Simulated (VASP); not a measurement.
Write the native input for VASP 6.6.1 that does the following.

```
Task                   : single point
Functional             : LDA
Potentials or basis    : VASP PAW LDA potentials, release 64 (Pt, S)
Cutoff                 : 520 eV
k mesh                 : 10 × 10 × 6
Occupations            : fermi-dirac, width 0.1 eV
Spin                   : no spin polarisation
Dipole correction      : no
Further INCAR settings : ALGO = Normal; EDIFF = 1e-06; NBANDS = 18
```

The structure of PtS2 lies in POSCAR:

```
PtS2
1.0
    3.5630800316      0.0000000000      0.0000000000
   -1.7815400158      3.0857178231      0.0000000000
    0.0000000000      0.0000000000      4.5192234423
Pt S
1 2
Direct
    0.0000000000      0.0000000000      0.0000000000
    0.3333333333      0.6666666667      0.2626984838
    0.6666666667      0.3333333333      0.7373015162
```

The input as run:

INCAR

```
  ALGO = Normal
  EDIFF = 1E-6
  ENCUT = 520
  GGA = CA
  ISIF = 2
  ISMEAR = -1
  LASPH = True
  LCHARG = False
  LREAL = False
  LWAVE = False
  NBANDS = 18
  NELM = 60
  PREC = Accurate
  SIGMA = 0.1
```

KPOINTS

```
k-points
0
Gamma
  10 10 6
```

Potentials or basis: VASP PAW LDA potentials, release 64 (Pt, S).

Run with:

```console
$ cat potpaw_LDA.64/Pt/POTCAR potpaw_LDA.64/S/POTCAR > POTCAR
$ mpirun -np 1 vasp_std > vasp.out
```

Results of the run:

| Property | Result |
| --- | --- |
| Pressure | 0.0 GPa |
| Band gap on the k mesh | zero (band 11 reaches 8.66 eV, above the bottom of band 12 at 8.51 eV) |

Caveat: spin-orbit coupling is left out, which moves the levels of the heavy elements.

Run time: 49 s on 1 thread of AMD EPYC 7R43 64-Core Processor (Zen 3) (shared host), peak memory 0.16 GiB.
